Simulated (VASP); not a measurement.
# Ir (P2_1/m) in VASP: notebook

The runs below take Ir through single point, with PBEsol.

Program: VASP 6.6.1. These are calculated values, not measurements. Logs are shortened: lines on timing, memory, paths and dates and some standing lists are left out, and cuts for length are marked.

## 1. The cell of the first run

Symmetry: P2_1/m, No. 11, monoclinic system. Conventional cell: a = 2.575 Å, b = 4.462 Å, c = 2.759 Å, α = 90.00°, β = 113.41°, γ = 90.00°. Ir (site symmetry m) has 12 Ir at 2.57 to 2.93 Å within 3.4 Å.

## 2. Single point, PBEsol (strain -0.1500 x Voigt [0, 0, 0, 0, 0, 1])

The input, INCAR:

```
  PREC = Accurate
  ENCUT = 520
  EDIFF = 1E-6
  ISMEAR = 0
  SIGMA = 0.15
  LREAL = F
  LASPH = T
  NELM = 60
  ALGO = Fast
  ISIF = 2
  LWAVE = F
  LCHARG = F
  GGA = PS
  NBANDS = 16
```

The input, KPOINTS:

```
Automatic mesh
0
Gamma
  18 18 12
```

The input, POSCAR:

```
Ir
1.0
    2.7513778946     -0.2063533421      0.0000000000
   -1.5543961837      2.4859398232      0.0000000000
    0.0000000000      0.0000000000      4.4622900000
Ir
2
Direct
    0.6666666667      0.3333333333      0.7500000000
    0.3333333333      0.6666666667      0.2500000000
```

Potentials or basis: VASP PAW PBE potentials, release 64 (Ir).

Command:

```
> cat potpaw_PBE.64/Ir/POTCAR > POTCAR
> mpirun -np 1 vasp_std > vasp.out
```

OUTCAR:

```text
PREC = Accurate
   ENCUT = 520
   EDIFF = 1E-6
   ISMEAR = 0
   LREAL = F
   LASPH = T
   NELM = 60
   ISIF = 2
   GGA = PS

 ion  position               nearest neighbor table
   1  0.667  0.333  0.750-   2 2.68   2 2.68   2 2.74   2 2.74   2 2.80   2 2.80
   2  0.333  0.667  0.250-   1 2.68   1 2.68   1 2.74   1 2.74   1 2.80   1 2.80

  LATTYP: Found a simple monoclinic cell.
 ALAT       =     2.5747387714
 B/A-ratio  =     1.7331039753
 C/A-ratio  =     1.0716059136
 COS(beta)  =    -0.3973759173

  Lattice vectors:

 A1 = (   1.1969817109,   2.2795864811,   0.0000000000)
 A2 = (   0.0000000000,   0.0000000000,  -4.4622900000)
 A3 = (  -2.7513778946,   0.2063533421,   0.0000000000)

Analysis of symmetry for initial positions (statically):
=====================================================================
 Subroutine PRICEL returns:
 Original cell was already a primitive cell.

 Routine SETGRP: Setting up the symmetry group for a
 simple monoclinic supercell.

 Subroutine GETGRP returns: Found  4 space group operations
 (whereof  2 operations were pure point group operations)
 out of a pool of  4 trial point group operations.

The static configuration has the point symmetry S_2 .
 The point group associated with its full space group is C_2h.

Analysis of symmetry for dynamics (positions and initial velocities):
=====================================================================
 Subroutine PRICEL returns:
 Original cell was already a primitive cell.

 Routine SETGRP: Setting up the symmetry group for a
 simple monoclinic supercell.

 Subroutine GETGRP returns: Found  4 space group operations
 (whereof  2 operations were pure point group operations)
 out of a pool of  4 trial point group operations.

The dynamic configuration has the point symmetry S_2 .
 The point group associated with its full space group is C_2h.

 Subroutine INISYM returns: Found  4 space group operations
 (whereof  2 operations are pure point group operations),
 and found     1 'primitive' translations

----------------------------------------------------------------------------------------

                                     Primitive cell

  volume of cell :      29.0897

  direct lattice vectors                    reciprocal lattice vectors
     2.751377895 -0.206353342  0.000000000     0.381337307  0.238440709  0.000000000
    -1.554396184  2.485939823  0.000000000     0.031654116  0.422054881  0.000000000
     0.000000000  0.000000000  4.462290000     0.000000000  0.000000000  0.224100182

  length of vectors
     2.759105294  2.931901141  4.462290000     0.449746722  0.423240246  0.224100182

  position of ions in fractional coordinates (direct lattice)
     0.666666667  0.333333333  0.750000000
     0.333333333  0.666666667  0.250000000

  ion indices of the primitive-cell ions
   primitive index   ion index
                 1           1
                 2           2

----------------------------------------------------------------------------------------

 KPOINTS: Automatic mesh

Automatic generation of k-mesh.
 Grid dimensions read from file:
 generate k-points for:   18   18   12

 Generating k-lattice:

  Cartesian coordinates                     Fractional coordinates (reciprocal lattice)
     0.021185406  0.013246706  0.000000000     0.055555556  0.000000000  0.000000000
     0.001758562  0.023447493  0.000000000     0.000000000  0.055555556  0.000000000
     0.000000000  0.000000000  0.018675015     0.000000000  0.000000000  0.083333333

  Length of vectors
     0.024985929  0.023513347  0.018675015

  Shift w.r.t. Gamma in fractional coordinates (k-lattice)
     0.000000000  0.000000000  0.000000000

 Subroutine IBZKPT returns following result:
 ===========================================

 Found   1148 irreducible k-points:

 Following reciprocal coordinates:
            Coordinates               Weight
  0.000000  0.000000  0.000000      1.000000
  0.055556  0.000000  0.000000      2.000000
  0.111111  0.000000  0.000000      2.000000
  0.166667  0.000000  0.000000      2.000000
  0.222222  0.000000  0.000000      2.000000
  0.277778  0.000000  0.000000      2.000000
[... 16 lines left out ...]
 -0.333333  0.055556  0.000000      2.000000
 -0.277778  0.055556  0.000000      2.000000
 [... further k-points ...]
   k-points           NKPTS =   1148   k-points in BZ     NKDIM =   1148   number of bands    NBANDS=     16
   number of dos      NEDOS =    301   number of ions     NIONS =      2
   total plane-waves  NPLWV =  20736
   dimension x,y,z NGX =    24 NGY =   24 NGZ =   36
   dimension x,y,z NGXF=    48 NGYF=   48 NGZF=   72
   ions per type =               2
   NGX,Y,Z   is equivalent  to a cutoff of  14.46, 13.61, 13.41 a.u.
   NGXF,Y,Z  is equivalent  to a cutoff of  28.92, 27.22, 26.82 a.u.
 SYSTEM =  unknown system
   PREC   = accura    normal or accurate (medium, high low for compatibility)
   ISTART =      0    job   : 0-new  1-cont  2-samecut
   ICHARG =      2    charge: 1-file 2-atom 10-const
   ISPIN  =      1    spin polarized calculation?
   LNONCOLLINEAR =      F non collinear calculations
   LSORBIT =      F    spin-orbit coupling
   LASPH  =      T    aspherical Exc in radial PAW
   ENCUT  =  520.0 eV  38.22 Ry    6.18 a.u.   5.13  5.45  8.30*2*pi/ulx,y,z
   NELM   =     60;   NELMIN=  2; NELMDL= -5     # of ELM steps
   EDIFF  = 0.1E-05   stopping-criterion for ELM
   LREAL  =      F    real-space projection
   EDIFFG = 0.1E-04   stopping-criterion for IOM
   NSW    =      0    number of steps for IOM
   IBRION =     -1    ionic relax: 0-MD 1-quasi-New 2-CG
   NFREE  =      0    steps in history (QN), initial steepest desc. (CG)
   ISIF   =      2    stress and relaxation
   ISYM   =      2    0-nonsym 1-usesym 2-fastsym
   POTIM  = 0.5000    time-step for ionic-motion
   TEBEG  =    0.0;   TEEND  =   0.0 temperature during run
   PSTRESS=    0.0 pullay stress
   NELECT =      18.0000    total number of electrons
   NUPDOWN=      -1.0000    fix difference up-down
   EMIN   =  10.00;   EMAX   =-10.00  energy-range for DOS
   EFERMI =   0.00;   METHOD = LEGACY
   ISMEAR =     0;   SIGMA  =   0.15  broadening in eV -4-tet -1-fermi 0-gaus
   EFERMI_NEDOS =   21; number of points for ismear=-14 and -15
   IALGO  =     68    algorithm
   IMIX   =      4    mixing-type and parameters
     AMIX     =   0.40;   BMIX     =  1.00
     AMIX_MAG =   1.60;   BMIX_MAG =  1.00
  volume/ion in A,a.u.               =      14.54        98.15
  Fermi-wavevector in a.u.,A,eV,Ry     =   1.395038  2.636239 26.478711  1.946130
  Thomas-Fermi vector in A             =   2.518529
   LORBIT       =      0    0 simple, 1 ext, 2 COOP (PROOUT), +10 PAW based schemes
   GGA     = PS    functional components
   LHFCALC =     F    Hartree Fock is set to
   AEXX    =    0.0000 exact exchange contribution
   IVDW    =     0    specifies the selected vdW correction
   LEPSILON=     F    determine dielectric tensor
   LRPA    =     F    only Hartree local field effects (RPA)
 non-spin polarized calculation
 RMM-DIIS sequential band-by-band and
 Gauss-broadening in eV      SIGMA  =   0.15
  energy-cutoff  :      520.00
  volume of cell :       29.09
 maximum number of plane-waves:       800
 NGX is ok and might be reduce to    24
   NGX = 11   NGY = 11   NGZ = 17

 number of electron      18.0000000 magnetization

 Free energy of the ion-electron system (eV)
  ---------------------------------------------------
  ext. energy  EPLUGINS =         0.00000000
  ---------------------------------------------------
  free energy    TOTEN  =       -19.08279287 eV

  energy without entropy =      -19.05309758  energy(sigma->0) =      -19.06794522

 E-fermi :   9.8448     XC(G=0): -13.9238

 val. band max:        9.8442084839   @ k =   0.2222   0.2222   0.1667
 cond. band min:       9.8468461868   @ k =  -0.4444   0.1111   0.3333
 fundamental gap:      0.0026377029
 Fermi energy:         9.8448435945

 k-point     1 :       0.0000    0.0000    0.0000
  band No.  band energies     occupation
      1      -1.1145      2.00000
      2       1.9171      2.00000
      3       4.8125      2.00000
      4       5.4146      2.00000
      5       6.1043      2.00000
      6       7.2668      2.00000
[... 8 lines left out ...]
     15      26.3079      0.00000
     16      27.3147      0.00000

 k-point     2 :       0.0556    0.0000    0.0000
  band No.  band energies     occupation
      1      -0.9761      2.00000
      2       2.0500      2.00000
      3       4.9265      2.00000
      4       5.5289      2.00000
      5       6.1290      2.00000
      6       7.1763      2.00000
[... 8 lines left out ...]
     15      26.4779      0.00000
     16      27.5838      0.00000

 k-point     3 :       0.1111    0.0000    0.0000
  band No.  band energies     occupation
      1      -0.5723      2.00000
      2       2.4274      2.00000
      3       5.2431      2.00000
      4       5.8405      2.00000
      5       6.1861      2.00000
      6       6.8761      2.00000
[... 8 lines left out ...]
     15      26.9112      0.00000
     16      27.9384      0.00000

 k-point     4 :       0.1667    0.0000    0.0000
  band No.  band energies     occupation
      1       0.0607      2.00000
      2       2.9679      2.00000
      3       5.5201      2.00000
      4       6.0768      2.00000
      5       6.1746      2.00000
      6       6.4962      2.00000
[... 8 lines left out ...]
     15      26.9849      0.00000
     16      27.0877      0.00000
[... 324 lines left out ...]
 k-point    22 :      -0.3889    0.0556    0.0000
  band No.  band energies     occupation
      1       2.5509      2.00000
      2       3.1566      2.00000
      3       3.6949      2.00000
      4       5.3574      2.00000
      5       5.9306      2.00000
      6       6.7802      2.00000
[... 8 lines left out ...]
     15      20.7144      0.00000
     16      23.7684      0.00000

 k-point    23 :      -0.3333    0.0556    0.0000
  band No.  band energies     occupation
      1       2.0453      2.00000
      2       3.4708      2.00000
      3       4.2075      2.00000
      4       5.4925      2.00000
      5       5.6427      2.00000
      6       6.7473      2.00000
[... 8 lines left out ...]
     15      22.4451      0.00000
     16      24.5982      0.00000

 k-point    24 :      -0.2778    0.0556    0.0000
  band No.  band energies     occupation
      1       1.2782      2.00000
      2       3.5941      2.00000
      3       4.8630      2.00000
      4       5.1694      2.00000
      5       5.9695      2.00000
      6       6.5071      2.00000
[... 8 lines left out ...]
     15      24.6034      0.00000
     16      25.6369      0.00000

 [... further k-points ...]

------------------------ aborting loop because EDIFF is reached ----------------------------------------

  FORCE on cell =-STRESS in cart. coord.  units (eV):
  Direction    XX          YY          ZZ          XY          YZ          ZX
  --------------------------------------------------------------------------------------
  -------------------------------------------------------------------------------------
  Total       -0.9818425      1.4081143     -2.3212512      4.8265885      0.0000000      0.0000000
  in kB      -54.0770904     77.5549270   -127.8479034    265.8347508      0.0000000      0.0000000
  external PRESSURE =     -34.7900223 kB  Pullay stress =       0.0000000 kB

 VOLUME and BASIS-vectors are now :
 -----------------------------------------------------------------------------
  energy-cutoff  :      520.00
  volume of cell :       29.09
      direct lattice vectors                 reciprocal lattice vectors
     2.751377895 -0.206353342  0.000000000     0.381337307  0.238440709  0.000000000
    -1.554396184  2.485939823  0.000000000     0.031654116  0.422054881  0.000000000
     0.000000000  0.000000000  4.462290000     0.000000000  0.000000000  0.224100182

 POSITION                                       TOTAL-FORCE (eV/Angst)
 -----------------------------------------------------------------------------------
      1.31612      0.69108      3.34672        -0.264982      0.014046     -0.000000
     -0.11914      1.58851      1.11557         0.264982     -0.014046      0.000000
 -----------------------------------------------------------------------------------
    total drift:                               -0.000000      0.000000     -0.000000

  FREE ENERGIE OF THE ION-ELECTRON SYSTEM (eV)
  ---------------------------------------------------
  free  energy   TOTEN  =       -19.0827928652 eV

  energy  without entropy=      -19.0530975816  energy(sigma->0) =      -19.06794522
```

It took 8.1 min on 1 thread of Intel Xeon Platinum 8488C (Sapphire Rapids), shared host; peak memory 0.54 GiB.

What came out:

- Free energy: -19.0828 eV
- Pressure: -3.5 GPa
- Largest force: 0.265 eV/Å
- Band gap on the k mesh: zero (bands 9 and 10 overlap by 3.51 eV)

Forces on the atoms (eV/Å):
```
Ir  -0.265  0.014  0.000
Ir   0.265 -0.014  0.000
```

Levels at points of the mesh, in eV from the Fermi level:
```csv
k point,band 5,band 6,band 7,band 8,band 9,band 10,band 11,band 12,band 13,band 14
"(0.00, 0.00, 0.00)",-3.74,-2.58,-2.08,-1.83,-1.60,-0.79,-0.04,0.69,6.76,14.12
"(0.50, 0.00, 0.00)",-3.20,-2.85,-2.04,0.68,1.04,1.39,3.61,5.42,9.08,9.54
"(0.00, 0.50, 0.00)",-3.23,-2.95,-2.83,0.04,0.43,0.89,3.42,4.90,8.40,10.08
"(0.50, 0.50, 0.00)",-3.73,-3.71,-2.81,0.41,0.80,1.26,2.40,3.65,7.07,9.34
"(0.00, 0.00, 0.50)",-4.36,-4.36,-2.42,-2.42,-0.75,-0.75,0.10,0.10,13.56,13.56
"(0.50, 0.00, 0.50)",-2.67,-2.67,-0.55,-0.55,1.27,1.27,2.72,2.72,8.89,8.89
"(0.00, 0.50, 0.50)",-1.93,-1.93,-0.92,-0.92,0.36,0.36,2.33,2.33,7.91,7.91
"(0.50, 0.50, 0.50)",-1.37,-1.37,-1.22,-1.22,0.66,0.66,1.69,1.69,6.33,6.33
```

Caveat: the cell differs from its parent crystal (strain -0.1500 x Voigt [0, 0, 0, 0, 0, 1]); the stress differs along the axes, from -13 to 8 GPa; the PAW data sets were made with another functional, which shifts forces and pressure a little; spin-orbit coupling is left out, which moves the levels of the heavy elements.

[end of part 1 of 2]
